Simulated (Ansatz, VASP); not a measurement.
## One calculation of S, two programs

Contents of INCAR:

```
SYSTEM = S
ALGO = Normal ; EDIFF = 1E-6
ENCUT = 520 ; GGA = PE
ISIF = 2 ; ISMEAR = -1
LASPH = .True. ; LCHARG = .True.
LELF = .True. ; LREAL = .False.
LVHAR = .True. ; LWAVE = .False.
NBANDS = 9 ; NELM = 60
PREC = Accurate ; SIGMA = 0.08
```

The input KPOINTS:

```
k-points
0
Gamma
  16 16 16
  0 0 0
```

POSCAR

```
S
1.0
    2.5978634372      0.0000000000      0.0000000000
    0.0000000000      2.5978634372      0.0000000000
    0.0000000000      0.0000000000      2.5978634372
S
1
Direct
    0.0000000000      0.0000000000      0.0000000000
```

Input for Ansatz:

```yaml
crystal:
  lattice:
    - [2.5978634372, 0.0, 0.0]
    - [0.0, 2.5978634372, 0.0]
    - [0.0, 0.0, 2.5978634372]
  atoms:
    - { symbol: S, position: [0.0, 0.0, 0.0] }
kpoints:
  mp_grid: { grid: [16, 16, 16] }
scf:
  occupations: { method: fermi_dirac, width: 0.08 }
hamiltonian:
  xc: pbe
  pseudopotentials: { kind: all_electron, lapw: { basis_error: 0.001 } }
output:
  forces: true
  stress: true
  eigenvalues: true
```

Change from the starting cell: volume scaled by 1.02.

Alike in both runs: task single point; functional PBE; k mesh 16 × 16 × 16; occupations fermi-dirac, width 0.08 eV; no spin polarisation.

|  | VASP | Ansatz |
| --- | --- | --- |
| version | VASP 6.6.1 | Ansatz 0.2.0 |
| potentials or method | VASP PAW PBE potentials, release 64 (S), cutoff 520 eV | all-electron LAPW, scalar-relativistic |

Ansatz gave:

* pressure (GPa): -1.6

Problem. Which values does VASP return?

Solution. Pressure (GPa): -1.7.

Ansatz ran all-electron here, and VASP with PAW potentials.
